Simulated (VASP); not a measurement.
ZnSe:

```xyz
2
Lattice="0.0000 2.8324 2.8324 2.8324 0.0000 2.8324 2.8324 2.8324 0.0000" Properties=species:S:1:pos:R:3 pbc="T T T"
Zn    0.0000    0.0000    0.0000
Se    4.2487    4.2487    4.2487
```

* Program: VASP 6.6.1
* Task: relaxation of cell and atoms
* Functional: PBE
* Potentials or basis: VASP PAW PBE potentials, release 64 (Zn, Se)
* Cutoff: 600 eV
* k mesh: 8 × 8 × 8
* Occupations: gaussian, width 0.02 eV
* Spin: no spin polarisation

At the start: pressure 2.4 GPa; volume 22.72 Å³/atom.

Task: How do energy, volume and symmetry change on relaxing?

Result: Over 5 steps the energy falls by 6.6 meV/atom and the volume is 23.65 Å³/atom (+4.1 %); space group F-43m (No. 216, to 0.05 Å).

The path:
```
step  energy change (eV)  largest force (eV/Å)  pressure (GPa)  volume (Å³)
   1              0.0000                0.0000            2.43        45.45
   2             -0.0123                0.0000           -0.57        47.75
   3             -0.0132                0.0000            0.11        47.25
   4             -0.0131                0.0000           -0.06        47.33
   5             -0.0132                0.0000           -0.02        47.29
```

Final structure:
```yaml
crystal:
  lattice:
    - [0.00000, 2.87028, 2.87028]
    - [2.87028, 0.00000, 2.87028]
    - [2.87028, 2.87028, 0.00000]
  atoms:
    - { symbol: Zn, position: [0.00000, 0.00000, 0.00000] }
    - { symbol: Se, position: [0.75000, 0.75000, 0.75000] }
```
